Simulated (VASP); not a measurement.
Set up this calculation in VASP 6.6.1, as the native input.

```
Task                   : single point
Functional             : PBEsol
Potentials or basis    : VASP PAW PBE potentials, release 64 (W_sv, C)
Cutoff                 : 520 eV
k mesh                 : 2 × 2 × 2
Occupations            : fermi-dirac, width 0.24 eV
Spin                   : no spin polarisation
Dipole correction      : no
Further INCAR settings : LREAL = Auto; ALGO = Normal; EDIFF = 1e-06; NBANDS = 86
```

The structure of WC lies in POSCAR:

```
WC
1.0
   -3.0377760000     -5.2615820000      0.0000000000
    4.5566640000     -2.6307910000      0.0000000000
    0.0000000000      0.0000000000      5.9303420000
W C
8 8
Direct
    0.7482216162      0.4938326961     -0.0307402170
    0.7653836701      0.5095315661      0.4495356254
    0.4705450932     -0.0308316367     -0.0183463281
    0.4892444519      0.0351606031      0.4681348900
    0.2781410945      0.4629549911     -0.0210274551
    0.2667850605      0.5039505335      0.4696693715
   -0.0394472051     -0.0158299521     -0.0226125239
   -0.0234114167     -0.0140713996      0.4704450435
    0.4846030116      0.6368508624      0.2420265138
    0.4920399066      0.6793362467      0.7448811553
    0.2122396850      0.1881500636      0.2285365667
    0.2757747012      0.1162345454      0.6883751392
   -0.0076238578      0.6609090395      0.2187394926
   -0.0273746835      0.6769956800      0.7009376525
    0.7295867575      0.1183368231      0.1777300533
    0.7204070579      0.1614416316      0.7463313246
```

These files were run (other wordings do the same):

INCAR

```
SYSTEM = WC
PREC = Accurate
ENCUT = 520
EDIFF = 1E-6
ISMEAR = -1
SIGMA = 0.24
LREAL = Auto
LASPH = .True.
NELM = 60
ALGO = Normal
ISIF = 2
LWAVE = .False.
LCHARG = .False.
GGA = PS
NBANDS = 86
```

KPOINTS

```
regular mesh
0
Gamma
  2 2 2
  0 0 0
```

Potentials or basis: VASP PAW PBE potentials, release 64 (W_sv, C).

Command:

```console
$ cat potpaw_PBE.64/W_sv/POTCAR potpaw_PBE.64/C/POTCAR > POTCAR
$ mpirun -np 1 vasp_std > vasp.out
```

It gave:

The pressure is -27.4 GPa, the largest force is 6.268 eV/Å and the band gap on the k mesh is zero (bands 72 and 73 overlap by 0.21 eV).

Caveat: the k points lie up to 0.60 Å⁻¹ apart; the PAW data sets were made with another functional, which shifts forces and pressure a little; spin-orbit coupling is left out, which moves the levels of the heavy elements.

Run time: 2.5 min on 1 thread of Intel(R) Xeon(R) 6975P-C (Granite Rapids), on a shared host, peak memory 0.33 GiB.
